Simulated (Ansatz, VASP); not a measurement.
SiO2: VASP beside Ansatz

```xyz
6
Lattice="4.1854 0.0000 0.0000 0.0000 4.1854 0.0000 0.0000 0.0000 2.6689" Properties=species:S:1:pos:R:3 pbc="T T T"
Si    0.0000    0.0000    0.0000
Si    2.0927    2.0927    1.3344
O     1.2812    1.2812    0.0000
O     0.8115    3.3738    1.3344
O     2.9042    2.9042    0.0000
O     3.3738    0.8115    1.3344
```

Alike in both runs: functional r2SCAN; k mesh 4 × 4 × 7; occupations fermi-dirac, width 0.1458 eV; no spin polarisation.

Ansatz relaxed the structure, and its values are those at the end. VASP's run is a single point on that final structure, the one shown.

|  | VASP | Ansatz |
| --- | --- | --- |
| version | VASP 6.6.1 | Ansatz 0.2.0 |
| potentials or method | VASP PAW PBE potentials, release 64 (Si, O), cutoff 520 eV | PAW plane waves |
| valence electrons in the cell | 32 | 32 |

|  | VASP | Ansatz | Ansatz less VASP |
| --- | --- | --- | --- |
| gap on the k mesh at the Fermi level (eV) | 6.51 | 6.51 | +0.003 |
| pressure (GPa) | 0.4 | 0.0 | -0.39 |
| rms of the force components (eV/Å) | 0.010 | 0.000 | -0.0099 |

VASP's potentials were made for PBE, not for r2SCAN.
